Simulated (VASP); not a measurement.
A run of VASP 6.6.1 is set up as follows.

Contents of INCAR:

```
SYSTEM = Al
PREC = Accurate ; ENCUT = 520
EDIFF = 1E-7 ; ISMEAR = 0
SIGMA = 0.15 ; LREAL = .False.
LASPH = .True. ; NELM = 100
ALGO = Normal ; ISIF = 2
LWAVE = .False. ; LCHARG = .False.
GGA = CA ; NBANDS = 8
```

KPOINTS

```
Automatic mesh
0
Gamma
  20 20 20
  0 0 0
```

File POSCAR:

```
Al
1.0
    0.0000000000      1.9227810000      1.9227810000
    1.9227810000      0.0000000000      1.9227810000
    1.9227810000      1.9227810000      0.0000000000
Al
1
Direct
    0.0000000000      0.0000000000      0.0000000000
```

Potentials or basis: VASP PAW LDA potentials, release 64 (Al).

Command:

```console
$ cat potpaw_LDA.64/Al/POTCAR > POTCAR
$ mpirun -np 1 vasp_std > vasp.out
```

Problem. Predict the pressure.

Solution. 11.4 GPa.

Caveat: the cell differs from its parent crystal (strain -0.050 along x and y, -0.050 along z).
